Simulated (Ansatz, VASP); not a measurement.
One calculation of Mg3CdS2, two programs

```
Mg Cd S
1.0
     5.25457    0.00000    0.00000
    -2.62728    4.55059    0.00000
     0.00000    0.00000    9.58048
Mg Cd S
3 1 2
Direct
  0.33333 0.66667 0.50000
  0.66667 0.33333 0.50000
  0.00000 0.00000 0.00000
  0.00000 0.00000 0.50000
  0.00000 0.00000 0.23641
  0.00000 0.00000 0.76359
```

Alike in both runs: functional PBE; k mesh 12 × 12 × 4; occupations gaussian, width 0.1 eV; no spin polarisation.

Ansatz relaxed the structure, and its values are those at the end. VASP's run is a single point on that final structure, the one shown.

|  | VASP | Ansatz |
| --- | --- | --- |
| version | VASP 6.6.1 | Ansatz 0.2.0 |
| potentials or method | VASP PAW PBE potentials, release 64 (Mg, Cd, S), cutoff 520 eV | scalar-relativistic, plane waves, PAW |
| valence electrons in the cell | 30 | 62 |

|  | VASP | Ansatz | Ansatz less VASP |
| --- | --- | --- | --- |
| gap on the k mesh at the Fermi level (eV) | none | none | - |
| pressure (GPa) | 0.0 | 0.0 | -0.01 |
| rms of the force components (eV/Å) | 0.011 | 0.002 | -0.0089 |

A gap of «none» marks a metal or a gap that the smearing closes. The functional is the same, so the differences come from potentials, cutoffs and numerics. VASP's potentials hold 30 valence electrons a cell and Ansatz's 62, so a difference there can come from the potentials and not from the codes.
